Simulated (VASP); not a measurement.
# C (R-3m) in VASP: a series of runs, part 2 of 2

VASP 6.6.1. The steps go on from the part before.

### 3 Single point, r2SCAN

This run uses another cell than the first one, of 12.67 Å³/atom.

The input, POSCAR:

```
C
1.0
    1.3144610043      0.7589044146      6.3527075546
   -1.3144610043      0.7589044146      6.3527075546
    0.0000000000     -1.5178088294      6.3527075546
C
3
Direct
    0.0000000000      0.0000000000      0.0000000000
    0.2222200000      0.2222200000      0.2222200000
    0.7777800000      0.7777800000      0.7777800000
```

The input, INCAR.step1:

```
ALGO     = Normal         # electronic algorithm
EDIFF    = 1E-4           # SCF threshold, eV
ENCUT    = 520            # plane-wave cutoff, eV
GGA      = PE             # functional
ISMEAR   = 0              # smearing method
LASPH    = True           # aspherical terms in the spheres
LCHARG   = False          # write CHGCAR
LREAL    = False          # projectors in reciprocal space
LWAVE    = True           # write WAVECAR
NBANDS   = 13             # bands
NELM     = 60             # most SCF steps
PREC     = Accurate       # precision mode
SIGMA    = 0.1            # smearing width, eV
```

The input, INCAR.step2:

```
ALGO     = Normal         # electronic algorithm
EDIFF    = 1E-7           # SCF threshold, eV
ENCUT    = 520            # plane-wave cutoff, eV
ISIF     = 2              # what is computed and relaxed
ISMEAR   = 0              # smearing method
ISTART   = 1            
LASPH    = True           # aspherical terms in the spheres
LCHARG   = True           # write CHGCAR
LELF     = True           # ELF
LMIXTAU  = True         
LREAL    = False          # projectors in reciprocal space
LVHAR    = True         
LWAVE    = False          # write WAVECAR
METAGGA  = R2SCAN         # meta-GGA
NBANDS   = 13             # bands
NELM     = 60             # most SCF steps
PREC     = Accurate       # precision mode
SIGMA    = 0.1            # smearing width, eV
```

The input, KPOINTS:

```
k-points
0
Gamma
  9 9 9
```

Potentials or basis: VASP PAW PBE potentials, release 64 (C).

On the command line:

```sh
> cat potpaw_PBE.64/C/POTCAR > POTCAR
> cp INCAR.step1 INCAR
> mpirun -np 1 vasp_std > vasp.out
> cp INCAR.step2 INCAR
> mpirun -np 1 vasp_std > vasp.out
```

OUTCAR:

```text
EDIFF = 1E-7
   ENCUT = 520
   ISIF = 2
   ISMEAR = 0
   ISTART = 1
   LASPH = True
   LREAL = False
   METAGGA = R2SCAN
   NELM = 60
   PREC = Accurate

 ion  position               nearest neighbor table
   1  0.000  0.000  0.000-
   2  0.222  0.222  0.222-
   3  0.778  0.778  0.778-

  LATTYP: Found a trigonal (rhomboedric) cell.
 ALAT       =     6.5315110745
 COS(alpha) =     0.9189975651

  Lattice vectors:

 A1 = (   1.3144610043,   0.7589044146,   6.3527075546)
 A2 = (  -1.3144610043,   0.7589044146,   6.3527075546)
 A3 = (   0.0000000000,  -1.5178088294,   6.3527075546)

Analysis of symmetry for initial positions (statically):
=====================================================================
 Subroutine PRICEL returns:
 Original cell was already a primitive cell.

 Routine SETGRP: Setting up the symmetry group for a
 trigonal (rhombohedral) supercell.

 Subroutine GETGRP returns: Found 12 space group operations
 (whereof 12 operations were pure point group operations)
 out of a pool of 12 trial point group operations.

The static configuration has the point symmetry D_3d.

Analysis of symmetry for dynamics (positions and initial velocities):
=====================================================================
 Subroutine PRICEL returns:
 Original cell was already a primitive cell.

 Routine SETGRP: Setting up the symmetry group for a
 trigonal (rhombohedral) supercell.

 Subroutine GETGRP returns: Found 12 space group operations
 (whereof 12 operations were pure point group operations)
 out of a pool of 12 trial point group operations.

The dynamic configuration has the point symmetry D_3d.

 Subroutine INISYM returns: Found 12 space group operations
 (whereof 12 operations are pure point group operations),
 and found     1 'primitive' translations

----------------------------------------------------------------------------------------

                                     Primitive cell

  volume of cell :      38.0229

  direct lattice vectors                    reciprocal lattice vectors
     1.314461004  0.758904415  6.352707555     0.380384050  0.219614833  0.052471065
    -1.314461004  0.758904415  6.352707555    -0.380384050  0.219614833  0.052471065
     0.000000000 -1.517808829  6.352707555     0.000000000 -0.439229667  0.052471065

  length of vectors
     6.531511075  6.531511075  6.531511075     0.442352702  0.442352702  0.442352702

  position of ions in fractional coordinates (direct lattice)
     0.000000000  0.000000000  0.000000000
     0.222220000  0.222220000  0.222220000
     0.777780000  0.777780000  0.777780000

  ion indices of the primitive-cell ions
   primitive index   ion index
                 1           1
                 2           2
                 3           3

----------------------------------------------------------------------------------------

 KPOINTS: k-points

Automatic generation of k-mesh.
 Grid dimensions read from file:
 generate k-points for:    9    9    9

 Generating k-lattice:

  Cartesian coordinates                     Fractional coordinates (reciprocal lattice)
     0.042264894  0.024401648  0.005830118     0.111111111  0.000000000  0.000000000
    -0.042264894  0.024401648  0.005830118     0.000000000  0.111111111  0.000000000
     0.000000000 -0.048803296  0.005830118    -0.000000000 -0.000000000  0.111111111

  Length of vectors
     0.049150300  0.049150300  0.049150300

  Shift w.r.t. Gamma in fractional coordinates (k-lattice)
     0.000000000  0.000000000  0.000000000

 Subroutine IBZKPT returns following result:
 ===========================================

 Found     85 irreducible k-points:

 Following reciprocal coordinates:
            Coordinates               Weight
  0.000000  0.000000  0.000000      1.000000
  0.111111  0.000000  0.000000      6.000000
  0.222222 -0.000000  0.000000      6.000000
  0.333333  0.000000  0.000000      6.000000
  0.444444 -0.000000  0.000000      6.000000
  0.111111  0.111111  0.000000      6.000000
[... 16 lines left out ...]
 -0.333333  0.333333  0.000000      6.000000
  0.444444  0.444444  0.000000      6.000000
 [... further k-points ...]
   k-points           NKPTS =     85   k-points in BZ     NKDIM =     85   number of bands    NBANDS=     13
   number of dos      NEDOS =    301   number of ions     NIONS =      3
   total plane-waves  NPLWV = 125000
   dimension x,y,z NGX =    50 NGY =   50 NGZ =   50
   dimension x,y,z NGXF=   100 NGYF=  100 NGZF=  100
   ions per type =               3
   NGX,Y,Z   is equivalent  to a cutoff of  12.73, 12.73, 12.73 a.u.
   NGXF,Y,Z  is equivalent  to a cutoff of  25.45, 25.45, 25.45 a.u.
 SYSTEM =  unknown system
   PREC   = accura    normal or accurate (medium, high low for compatibility)
   ISTART =      1    job   : 0-new  1-cont  2-samecut
   ICHARG =      0    charge: 1-file 2-atom 10-const
   ISPIN  =      1    spin polarized calculation?
   LNONCOLLINEAR =      F non collinear calculations
   LSORBIT =      F    spin-orbit coupling
   LASPH  =      T    aspherical Exc in radial PAW
   ENCUT  =  520.0 eV  38.22 Ry    6.18 a.u.  12.14 12.14 12.14*2*pi/ulx,y,z
   NELM   =     60;   NELMIN=  2; NELMDL=  0     # of ELM steps
   EDIFF  = 0.1E-06   stopping-criterion for ELM
   LREAL  =      F    real-space projection
   EDIFFG = 0.1E-05   stopping-criterion for IOM
   NSW    =      0    number of steps for IOM
   IBRION =     -1    ionic relax: 0-MD 1-quasi-New 2-CG
   NFREE  =      0    steps in history (QN), initial steepest desc. (CG)
   ISIF   =      2    stress and relaxation
   ISYM   =      2    0-nonsym 1-usesym 2-fastsym
   POTIM  = 0.5000    time-step for ionic-motion
   TEBEG  =    0.0;   TEEND  =   0.0 temperature during run
   PSTRESS=    0.0 pullay stress
   NELECT =      12.0000    total number of electrons
   NUPDOWN=      -1.0000    fix difference up-down
   EMIN   =  10.00;   EMAX   =-10.00  energy-range for DOS
   EFERMI =   0.00;   METHOD = LEGACY
   ISMEAR =     0;   SIGMA  =   0.10  broadening in eV -4-tet -1-fermi 0-gaus
   EFERMI_NEDOS =   21; number of points for ismear=-14 and -15
   IALGO  =     38    algorithm
   IMIX   =      4    mixing-type and parameters
     AMIX     =   0.40;   BMIX     =  1.00
     AMIX_MAG =   1.60;   BMIX_MAG =  1.00
  volume/ion in A,a.u.               =      12.67        85.53
  Fermi-wavevector in a.u.,A,eV,Ry     =   1.114603  2.106295 16.903065  1.242340
  Thomas-Fermi vector in A             =   2.251200
   LORBIT       =      0    0 simple, 1 ext, 2 COOP (PROOUT), +10 PAW based schemes
   METAGGA = R2SCAN    functional components
   LHFCALC =     F    Hartree Fock is set to
   AEXX    =    0.0000 exact exchange contribution
   IVDW    =     0    specifies the selected vdW correction
   LEPSILON=     F    determine dielectric tensor
   LRPA    =     F    only Hartree local field effects (RPA)
 non-spin polarized calculation
 Gauss-broadening in eV      SIGMA  =   0.10
  energy-cutoff  :      520.00
  volume of cell :       38.02
 maximum number of plane-waves:      1043
 NGX is ok and might be reduce to    50
   NGX = 25   NGY = 25   NGZ = 25

 number of electron      12.0000000 magnetization

 Free energy of the ion-electron system (eV)
  ---------------------------------------------------
  ext. energy  EPLUGINS =         0.00000000
  ---------------------------------------------------
  free energy    TOTEN  =       -13.11781121 eV

  energy without entropy =      -13.11021561  energy(sigma->0) =      -13.11401341

 E-fermi :   1.7584     XC(G=0): -10.7699

 val. band max:        1.7572109522   @ k =  -0.4444  -0.4444   0.2222
 cond. band min:       1.7848809885   @ k =  -0.4444   0.3333   0.2222
 fundamental gap:      0.0276700363
 Fermi energy:         1.7584150109

 k-point     1 :       0.0000    0.0000    0.0000
  band No.  band energies     occupation
      1     -12.2216      2.00000
      2      -9.2980      2.00000
      3      -9.2882      2.00000
      4       0.2823      2.00000
      5       0.2873      2.00000
      6       5.7444      0.00000
      7       5.7444      0.00000
      8       5.7599      0.00000
      9       5.7599      0.00000
     10       6.5170      0.00000
     11       6.5170      0.00000
     12       6.6989      0.00000
     13      20.0056      0.00000
[... 353 lines left out ...]
 k-point    24 :       0.4444    0.4444    0.0000
  band No.  band energies     occupation
      1      -7.7640      2.00000
      2      -7.0660      2.00000
      3      -5.6172      2.00000
      4      -2.2744      2.00000
      5      -1.5002      2.00000
      6       0.0805      2.00000
      7       1.8603      0.14948
      8       3.4208      0.00000
      9       3.8116      0.00000
     10       4.9160      0.00000
     11       4.9961      0.00000
     12       5.0928      0.00000
     13      15.6454      0.00000

 [... further k-points ...]
[... 5 lines left out ...]
  --------------------------------------------------------------------------------------
  -------------------------------------------------------------------------------------
  Total       -7.1915583     -7.1915583     -7.2600052     -0.0000000      0.0000000      0.0000000
  in kB     -303.0321390   -303.0321390   -305.9162986     -0.0000000      0.0000000      0.0000000
  external PRESSURE =    -303.9935255 kB  Pullay stress =       0.0000000 kB

 VOLUME and BASIS-vectors are now :
 -----------------------------------------------------------------------------
  energy-cutoff  :      520.00
  volume of cell :       38.02
      direct lattice vectors                 reciprocal lattice vectors
     1.314461004  0.758904415  6.352707555     0.380384050  0.219614833  0.052471065
    -1.314461004  0.758904415  6.352707555    -0.380384050  0.219614833  0.052471065
     0.000000000 -1.517808829  6.352707555     0.000000000 -0.439229667  0.052471065

 POSITION                                       TOTAL-FORCE (eV/Angst)
 -----------------------------------------------------------------------------------
      0.00000      0.00000      0.00000         0.000000      0.000000      0.000000
      0.00000     -0.00000      4.23510         0.000000     -0.000000      0.134045
      0.00000     -0.00000     14.82303         0.000000      0.000000     -0.134045
 -----------------------------------------------------------------------------------
    total drift:                               -0.000000     -0.000000      0.000000

  FREE ENERGIE OF THE ION-ELECTRON SYSTEM (eV)
  ---------------------------------------------------
  free  energy   TOTEN  =       -13.1178112128 eV

  energy  without entropy=      -13.1102156072  energy(sigma->0) =      -13.11401341
```

It took 6.2 min on 1 thread of Intel Xeon 6975P-C (Granite Rapids), shared host; peak memory 0.37 GiB.

Results:

```yaml
Free_energy: -13.1178 eV
Pressure: -30.4 GPa
Largest_force: 0.134 eV/Å
Band_gap_on_the_k_mesh: zero (bands 6 and 7 overlap by 5.75 eV)
```

Forces in eV/Å, atoms in the order of the input:
```
C    0.000  0.000  0.000
C    0.000  0.000  0.134
C    0.000  0.000 -0.134
```

Stress tensor (GPa, compression positive):
```
-30.30   0.00   0.00
  0.00 -30.30   0.00
  0.00   0.00 -30.59
```

Levels at points of the mesh, in eV from the Fermi level:
| k point | band 3 | band 4 | band 5 | band 6 | band 7 | band 8 | band 9 | band 10 |
| --- | --- | --- | --- | --- | --- | --- | --- | --- |
| (0.00, 0.00, 0.00) | -11.05 | -1.48 | -1.47 | 3.99 | 3.99 | 4.00 | 4.00 | 4.76 |

Caveat: the cell stands under tension; the PAW data sets were made with another functional, which shifts forces and pressure a little.

### 4 Single point, r2SCAN

This run uses another cell than the first one, of 7.52 Å³/atom.

The input, POSCAR:

```
C
1.0
    1.2594827288      0.7271626925      4.1058654410
   -1.2594827288      0.7271626925      4.1058654410
    0.0000000000     -1.4543253851      4.1058654410
C
3
Direct
    0.0000000000      0.0000000000      0.0000000000
    0.2635970265      0.2635970265      0.2635970265
    0.7364029735      0.7364029735      0.7364029735
```

The input, INCAR.step1:

```
PREC = Accurate ; ENCUT = 520
ISMEAR = 0 ; SIGMA = 0.1
LREAL = F ; LASPH = T
NELM = 60 ; NBANDS = 13
GGA = PE ; ALGO = Normal
EDIFF = 1E-4 ; LWAVE = T
LCHARG = F
```

The input, INCAR.step2:

```
PREC = Accurate ; ENCUT = 520
EDIFF = 1E-6 ; ISMEAR = 0
SIGMA = 0.1 ; LREAL = F
LASPH = T ; NELM = 60
ALGO = Normal ; ISIF = 2
LWAVE = F ; LCHARG = F
METAGGA = R2SCAN ; LMIXTAU = T
NBANDS = 13 ; ISTART = 1
```

The input, KPOINTS:

```
Automatic mesh
0
Gamma
  21 21 21
```

Potentials or basis: VASP PAW PBE potentials, release 64 (C).

On the command line:

```sh
> cat potpaw_PBE.64/C/POTCAR > POTCAR
> cp INCAR.step1 INCAR
> mpirun -np 1 vasp_std > vasp.out
> cp INCAR.step2 INCAR
> mpirun -np 1 vasp_std > vasp.out
```

OUTCAR:

```text
PREC = Accurate
   ENCUT = 520
   EDIFF = 1E-6
   ISMEAR = 0
   LREAL = F
   LASPH = T
   NELM = 60
   ISIF = 2
   METAGGA = R2SCAN
   ISTART = 1

 ion  position               nearest neighbor table
   1  0.000  0.000  0.000-   3 1.69   3 1.69   2 1.69   2 1.69   3 1.69   2 1.69
   2  0.264  0.264  0.264-   1 1.69   1 1.69   1 1.69
   3  0.736  0.736  0.736-   1 1.69   1 1.69   1 1.69

  LATTYP: Found a trigonal (rhomboedric) cell.
 ALAT       =     4.3558229240
 COS(alpha) =     0.8327854763

  Lattice vectors:

 A1 = (   1.2594827288,   0.7271626925,   4.1058654410)
 A2 = (  -1.2594827288,   0.7271626925,   4.1058654410)
 A3 = (   0.0000000000,  -1.4543253851,   4.1058654410)

Analysis of symmetry for initial positions (statically):
=====================================================================
 Subroutine PRICEL returns:
 Original cell was already a primitive cell.

 Routine SETGRP: Setting up the symmetry group for a
 trigonal (rhombohedral) supercell.

 Subroutine GETGRP returns: Found 12 space group operations
 (whereof 12 operations were pure point group operations)
 out of a pool of 12 trial point group operations.
[... 171 lines left out ...]

 k-point     1 :       0.0000    0.0000    0.0000
  band No.  band energies     occupation
      1     -15.8622      2.00000
      2      -6.3542      2.00000
      3      -0.5192      2.00000
      4       4.9523      2.00000
      5       4.9523      2.00000
      6       8.2436      0.00000
      7       8.2436      0.00000
      8      10.0487      0.00000
      9      15.0746      0.00000
     10      15.0746      0.00000
     11      15.7015      0.00000
     12      15.9958      0.00000
     13      25.0870      0.00000
[... 354 lines left out ...]
  band No.  band energies     occupation
      1     -11.4767      2.00000
      2      -6.6308      2.00000
      3      -2.4354      2.00000
      4       0.3965      2.00000
      5       1.6051      2.00000
      6       4.1310      2.00000
      7       7.9369      0.00000
      8       8.6839      0.00000
      9      11.6304      0.00000
     10      15.6876      0.00000
     11      18.2687      0.00000
     12      21.1844      0.00000
     13      24.7617      0.00000

 [... further k-points ...]
[... 5 lines left out ...]
  --------------------------------------------------------------------------------------
  -------------------------------------------------------------------------------------
  Total        0.0718962      0.0718962      0.0571430      0.0000000     -0.0000000      0.0000000
  in kB        5.1054848      5.1054848      4.0578333      0.0000000     -0.0000000      0.0000000
  external PRESSURE =       4.7562676 kB  Pullay stress =       0.0000000 kB

 VOLUME and BASIS-vectors are now :
 -----------------------------------------------------------------------------
  energy-cutoff  :      520.00
  volume of cell :       22.56
      direct lattice vectors                 reciprocal lattice vectors
     1.259482729  0.727162692  4.105865441     0.396988374  0.229201344  0.081184671
    -1.259482729  0.727162692  4.105865441    -0.396988374  0.229201344  0.081184671
     0.000000000 -1.454325385  4.105865441     0.000000000 -0.458402689  0.081184671

 POSITION                                       TOTAL-FORCE (eV/Angst)
 -----------------------------------------------------------------------------------
      0.00000      0.00000      0.00000        -0.000000      0.000000      0.000000
      0.00000     -0.00000      3.24688         0.000000      0.000000     -0.038344
      0.00000     -0.00000      9.07071         0.000000     -0.000000      0.038344
 -----------------------------------------------------------------------------------
    total drift:                                0.000000      0.000000     -0.000000

  FREE ENERGIE OF THE ION-ELECTRON SYSTEM (eV)
  ---------------------------------------------------
  free  energy   TOTEN  =       -20.6310060940 eV

  energy  without entropy=      -20.6270920893  energy(sigma->0) =      -20.62904909
```

OUTCAR.step1:

```text
PREC = Accurate
   ENCUT = 520
   ISMEAR = 0
   LREAL = F
[... 610 lines left out ...]
      0.00000      0.00000      0.00000         0.000000      0.000000      0.000000
      0.00000     -0.00000      3.24688        -0.000000      0.000000     -0.180377
      0.00000     -0.00000      9.07071        -0.000000     -0.000000      0.180377
 -----------------------------------------------------------------------------------
    total drift:                                0.000000      0.000000     -0.000000

  FREE ENERGIE OF THE ION-ELECTRON SYSTEM (eV)
  ---------------------------------------------------
  free  energy   TOTEN  =       -18.8371618782 eV

  energy  without entropy=      -18.8330810338  energy(sigma->0) =      -18.83512146
```

OSZICAR.step1:

```text
N       E                     dE             d eps       ncg     rms          rms(c)
DAV:   1     0.168644864207E+02    0.16864E+02   -0.63596E+03 23238   0.879E+02
DAV:   2    -0.176745071713E+02   -0.34539E+02   -0.32003E+02 30717   0.149E+02
DAV:   3    -0.190058652586E+02   -0.13314E+01   -0.13206E+01 28525   0.250E+01
DAV:   4    -0.190130600396E+02   -0.71948E-02   -0.71933E-02 26791   0.225E+00
DAV:   5    -0.190130975308E+02   -0.37491E-04   -0.37491E-04 28476   0.152E-01    0.408E+00
DAV:   6    -0.188558139257E+02    0.15728E+00   -0.12729E-01 25408   0.329E+00    0.228E+00
DAV:   7    -0.188372589745E+02    0.18555E-01   -0.58983E-02 28426   0.171E+00    0.101E+00
DAV:   8    -0.188371316332E+02    0.12734E-03   -0.80520E-03 27971   0.636E-01    0.181E-01
DAV:   9    -0.188371618782E+02   -0.30245E-04   -0.46901E-04 29396   0.136E-01
   1 F= -.18837162E+02 E0= -.18835121E+02  d E =-.408084E-02
```

It took 8.9 min on 1 thread of Intel Xeon 6975P-C (Granite Rapids), shared host; peak memory 0.33 GiB.

What came out:

* Free energy: -20.6310 eV
* Pressure: 0.5 GPa
* Largest force: 0.038 eV/Å
* Band gap on the k mesh: zero (bands 6 and 7 overlap by 2.41 eV)

Forces on the atoms (eV/Å):
```
C    0.000  0.000  0.000
C    0.000  0.000 -0.038
C    0.000  0.000  0.038
```

Stress tensor (GPa, compression positive):
```
0.51 0.00 0.00
0.00 0.51 0.00
0.00 0.00 0.41
```

Caveat: the PAW data sets were made with another functional, which shifts forces and pressure a little.

### 5 Summary

```tsv
cell	k mesh	gap on the mesh (eV)	pressure (GPa)	largest force (eV/Å)
a = 4.357 Å, angles 33.5°, 3 atoms, atomic positions A	9 × 9 × 9	none	0.5	0.04
a = 6.532 Å, angles 23.2°, 3 atoms, atomic positions B	9 × 9 × 9	none	-30.4	0.13
a = 4.356 Å, angles 33.6°, 3 atoms, atomic positions A	21 × 21 × 21	none	0.5	0.04
```

Alike in all rows: task single point; level r2SCAN; potentials or basis VASP PAW PBE potentials, release 64 (C); no spin polarisation; cutoff (eV) 520; smearing gaussian 0.1 eV.

Caveats: the PAW data sets were made with another functional, which shifts forces and pressure a little; the cell stands under tension (at least some runs).

Total energies depend on the potentials used, so only differences within one code and one set of settings carry meaning.
